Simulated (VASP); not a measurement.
Wanted: the native input for a VASP 6.6.1 run.

```
Task                   : relaxation of cell and atoms
Functional             : PBE
Potentials or basis    : VASP PAW PBE potentials, release 64 (V_sv, Sb, S)
Cutoff                 : 600 eV
k mesh                 : 6 × 6 × 6
Occupations            : gaussian, width 0.1 eV
Spin                   : collinear spin, ferromagnetic start
Starting moments       : [0.43, 0.0, 0.0] μB
Dipole correction      : no
Further INCAR settings : ALGO = Normal; EDIFF = 1e-06; IBRION = 2; EDIFFG = -0.04; NSW = 90; ISIF = 3
```

The structure of VSbS lies in POSCAR:

```
VSbS
1.0
    4.1950106338      0.0000000000      0.0000000000
   -2.0975053169      3.6329857780      0.0000000000
    0.0000000000      0.0000000000      3.5126210405
V Sb S
1 1 1
Direct
    0.6666666667      0.3333333333      0.5000000000
    0.3333333333      0.6666666667      0.0000000000
    0.0000000000      0.0000000000      0.5000000000
```

The cell was built from a structure type or drawn by symmetry, and may not be a known phase.

One way to write it, as run:

INCAR

```
PREC = Accurate
ENCUT = 600
EDIFF = 1E-6
ISMEAR = 0
SIGMA = 0.1
LREAL = F
LASPH = T
NELM = 150
ALGO = Normal
ISIF = 3
LWAVE = F
LCHARG = F
ISPIN = 2
MAGMOM = 0.43 0 0
LORBIT = 11
LMAXMIX = 4
GGA = PE
IBRION = 2
NSW = 90
EDIFFG = -0.04
```

KPOINTS

```
regular mesh
0
Gamma
  6 6 6
```

Potentials or basis: VASP PAW PBE potentials, release 64 (V_sv, Sb, S).

The run is started by

```console
$ cat potpaw_PBE.64/V_sv/POTCAR potpaw_PBE.64/Sb/POTCAR potpaw_PBE.64/S/POTCAR > POTCAR
$ mpirun -np 1 vasp_std > vasp.out
```

Results of the run:

```yaml
Pressure_after_relaxing: -0.3 GPa
Band_gap_on_the_k_mesh: zero (filled and empty bands overlap)
Net_moment: 0.00 μB per cell
Valence_electrons_inside_the_program's_atomic_spheres: V 11.42; Sb 2.39; S 3.68
```

Caveat: the relaxation stopped at its first step, so nothing moved; spin-orbit coupling is left out, which moves the levels of the heavy elements.

Wall time 31 s on 1 thread of Intel(R) Xeon(R) 6975P-C (Granite Rapids) (shared host), peak memory 0.24 GiB.
